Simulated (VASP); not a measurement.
# Au (I4/mmm) in VASP: notebook, part 2 of 2

VASP 6.6.1. The steps go on from the part before.

### 3 Single point, r2SCAN (strain -0.080 along x and y, +0.080 along z)

Input file POSCAR:

```
Au
1.0
   -1.5246874800      1.5246874800      1.7898505200
    1.5246874800     -1.5246874800      1.7898505200
    1.5246874800      1.5246874800     -1.7898505200
Au
1
Direct
    0.0000000000      0.0000000000      0.0000000000
```

Input file INCAR.step1:

```
ALGO = Normal ; EDIFF = 1E-4
ENCUT = 520 ; GGA = PE
ISMEAR = 0 ; LASPH = True
LCHARG = False ; LREAL = False
LWAVE = True ; NBANDS = 12
NELM = 100 ; PREC = Accurate
SIGMA = 0.15
```

Input file INCAR.step2:

```
ALGO = Normal ; EDIFF = 1E-6
ENCUT = 520 ; ISIF = 2
ISMEAR = 0 ; ISTART = 1
LASPH = True ; LCHARG = True
LELF = True ; LMIXTAU = True
LREAL = False ; LVHAR = True
LWAVE = False ; METAGGA = R2SCAN
NBANDS = 12 ; NELM = 100
PREC = Accurate ; SIGMA = 0.15
```

Input file KPOINTS:

```
k-points
0
Gamma
  24 24 24
```

Potentials or basis: VASP PAW PBE potentials, release 64 (Au).

Run with:

```
> cat potpaw_PBE.64/Au/POTCAR > POTCAR
> cp INCAR.step1 INCAR
> mpirun -np 1 vasp_std > vasp.out
> cp INCAR.step2 INCAR
> mpirun -np 1 vasp_std > vasp.out
```

OUTCAR:

```text
EDIFF = 1E-6
   ENCUT = 520
   ISIF = 2
   ISMEAR = 0
   ISTART = 1
   LASPH = True
   LREAL = False
   METAGGA = R2SCAN
   NELM = 100
   PREC = Accurate

 ion  position               nearest neighbor table
   1  0.000  0.000  0.000-

  LATTYP: Found a body centered tetragonal cell.
 ALAT       =     3.0493749600
 C/A-ratio  =     1.1739130435

  Lattice vectors:

 A1 = (  -1.5246874800,   1.5246874800,   1.7898505200)
 A2 = (   1.5246874800,  -1.5246874800,   1.7898505200)
 A3 = (   1.5246874800,   1.5246874800,  -1.7898505200)

Analysis of symmetry for initial positions (statically):
=====================================================================
 Subroutine PRICEL returns:
 Original cell was already a primitive cell.

 Routine SETGRP: Setting up the symmetry group for a
 body centered tetragonal supercell.

 Subroutine GETGRP returns: Found 16 space group operations
 (whereof 16 operations were pure point group operations)
 out of a pool of 16 trial point group operations.

The static configuration has the point symmetry D_4h.

[... 160 lines left out ...]

 val. band max:        9.7708984557   @ k =   0.3333   0.1250   0.0417
 cond. band min:       9.7881022627   @ k =   0.3333   0.0833   0.0833
 fundamental gap:      0.0172038070
 Fermi energy:         9.7766623377

 k-point     1 :       0.0000    0.0000    0.0000
  band No.  band energies     occupation
      1      -0.6247      2.00000
      2       4.2893      2.00000
      3       4.2893      2.00000
      4       5.2502      2.00000
      5       5.7381      2.00000
      6       6.7940      2.00000
      7      25.6167      0.00000
      8      28.1355      0.00000
      9      28.1355      0.00000
     10      32.0140      0.00000
     11      35.2602      0.00000
     12      37.1998      0.00000
[... 331 lines left out ...]
 k-point    24 :       0.4583    0.0417   -0.0000
  band No.  band energies     occupation
      1       1.9688      2.00000
      2       3.8023      2.00000
      3       5.5099      2.00000
      4       6.9032      2.00000
      5       7.6850      2.00000
      6       9.1515      2.00000
      7      13.4113      0.00000
      8      23.7298      0.00000
      9      25.6808      0.00000
     10      31.2103      0.00000
     11      34.2546      0.00000
     12      34.9735      0.00000

 [... further k-points ...]
[... 5 lines left out ...]
  --------------------------------------------------------------------------------------
  -------------------------------------------------------------------------------------
  Total        1.0273980      1.0273980      1.1369548      0.0000000      0.0000000      0.0000000
  in kB       98.9033192     98.9033192    109.4498951      0.0000000      0.0000000      0.0000000
  external PRESSURE =     102.4188445 kB  Pullay stress =       0.0000000 kB

 VOLUME and BASIS-vectors are now :
 -----------------------------------------------------------------------------
  energy-cutoff  :      520.00
  volume of cell :       16.64
      direct lattice vectors                 reciprocal lattice vectors
    -1.524687480  1.524687480  1.789850520     0.000000000  0.327936057  0.279352937
     1.524687480 -1.524687480  1.789850520     0.327936057  0.000000000  0.279352937
     1.524687480  1.524687480 -1.789850520     0.327936057  0.327936057  0.000000000

 POSITION                                       TOTAL-FORCE (eV/Angst)
 -----------------------------------------------------------------------------------
      0.00000      0.00000      0.00000        -0.000000     -0.000000     -0.000000
 -----------------------------------------------------------------------------------
    total drift:                               -0.000000      0.000000      0.000000

  FREE ENERGIE OF THE ION-ELECTRON SYSTEM (eV)
  ---------------------------------------------------
  free  energy   TOTEN  =       -50.5536903285 eV

  energy  without entropy=      -50.5506879289  energy(sigma->0) =      -50.55218913
```

Wall time 13 min (1 thread of AMD EPYC 7R13 (Zen 3), shared host); peak memory 0.29 GiB.

Results:

```yaml
Free_energy: -50.5537 eV
Pressure: 10.2 GPa
Band_gap_on_the_k_mesh: zero (an odd number of electrons rules out a gap without spin polarisation)
```

Stress tensor (GPa, compression positive):
```
 9.89  0.00  0.00
 0.00  9.89  0.00
 0.00  0.00 10.94
```

Levels at points of the mesh, in eV from the Fermi level:
```
           k point  band 2  band 3  band 4  band 5  band 6  band 7  band 8  band 9  band 10  band 11
(0.00, 0.00, 0.00)   -5.49   -5.49   -4.53   -4.04   -2.98   15.84   18.36   18.36    22.24    25.48
(0.50, 0.00, 0.00)   -5.98   -4.28   -2.76   -1.80   -0.87    3.44   13.93   16.10    21.44    24.52
(0.50, 0.50, 0.00)   -7.12   -2.64   -2.58   -1.51    0.08    4.81   11.73   12.37    20.17    22.07
(0.50, 0.50, 0.50)   -7.36   -2.22   -1.87   -1.87    3.69    8.36    8.36    9.19    16.62    18.77
```

Caveat: the cell differs from its parent crystal (strain -0.080 along x and y, +0.080 along z); the cell stands under pressure; the PAW data sets were made with another functional, which shifts forces and pressure a little; spin-orbit coupling is left out, which moves the levels of the heavy elements.

### 4 Single point, r2SCAN (strain +0.000 along x and y, -0.080 along z)

Input file POSCAR:

```
Au
1.0
   -1.6572690000      1.6572690000      1.5246874800
    1.6572690000     -1.6572690000      1.5246874800
    1.6572690000      1.6572690000     -1.5246874800
Au
1
Direct
    0.0000000000      0.0000000000      0.0000000000
```

Input file INCAR.step1:

```
ALGO = Normal
EDIFF = 1E-4
ENCUT = 520
GGA = PE
ISMEAR = 0
LASPH = T
LCHARG = F
LREAL = F
LWAVE = T
NBANDS = 12
NELM = 100
PREC = Accurate
SIGMA = 0.15
```

Input file INCAR.step2:

```
ALGO = Normal
EDIFF = 1E-7
ENCUT = 520
ISIF = 2
ISMEAR = 0
ISTART = 1
LASPH = T
LCHARG = F
LMIXTAU = T
LREAL = F
LWAVE = F
METAGGA = R2SCAN
NBANDS = 12
NELM = 100
PREC = Accurate
SIGMA = 0.15
```

KPOINTS is that of step 3.

Run with:

```
> cat potpaw_PBE.64/Au/POTCAR > POTCAR
> cp INCAR.step1 INCAR
> mpirun -np 1 vasp_std > vasp.out
> cp INCAR.step2 INCAR
> mpirun -np 1 vasp_std > vasp.out
```

Run time: 14 min. Hardware: 1 thread of AMD EPYC 7R13 (Zen 3), shared host; peak memory 0.29 GiB.

Results (log left out):

```yaml
Free_energy: -50.5550 eV
Pressure: 9.1 GPa
Band_gap_on_the_k_mesh: zero (an odd number of electrons rules out a gap without spin polarisation)
```

Stress tensor (GPa, compression positive):
```
9.26 0.00 0.00
0.00 9.26 0.00
0.00 0.00 8.81
```

Levels at points of the mesh, in eV from the Fermi level:
| k point | band 4 | band 5 | band 6 | band 7 | band 8 | band 9 |
| --- | --- | --- | --- | --- | --- | --- |
| (0.00, 0.00, 0.00) | -5.05 | -3.69 | -2.96 | 16.82 | 16.82 | 18.57 |
| (0.50, 0.00, 0.00) | -2.68 | -1.59 | -0.41 | 4.05 | 12.71 | 13.98 |
| (0.50, 0.50, 0.00) | -3.27 | -1.68 | -0.92 | 3.28 | 13.92 | 16.06 |
| (0.50, 0.50, 0.50) | -2.06 | -1.86 | 5.80 | 5.80 | 8.43 | 10.07 |

Caveat: the cell differs from its parent crystal (strain +0.000 along x and y, -0.080 along z); the cell stands under pressure; the PAW data sets were made with another functional, which shifts forces and pressure a little; spin-orbit coupling is left out, which moves the levels of the heavy elements.

### 5 Overview

```tsv
cell	gap on the mesh (eV)	pressure (GPa)
a = 2.760 Å, angles 112.9, 112.9, 102.7°, 1 atom	none	19.1
a = 2.802 Å, angles 114.1, 114.1, 100.6°, 1 atom	none	10.2
a = 2.796 Å, angles 107.3, 107.3, 113.9°, 1 atom	none	9.1
```

Alike in all rows: task single point; level r2SCAN; potentials or basis VASP PAW PBE potentials, release 64 (Au); no spin polarisation; k mesh 24 × 24 × 24; cutoff (eV) 520; smearing gaussian 0.15 eV.

Caveats: the cell stands under pressure; the PAW data sets were made with another functional, which shifts forces and pressure a little; spin-orbit coupling is left out, which moves the levels of the heavy elements.

Absolute energies hang on the potentials; compare differences alone.

The gap in the log of VASP goes by the Fermi energy; the results here count the filled bands.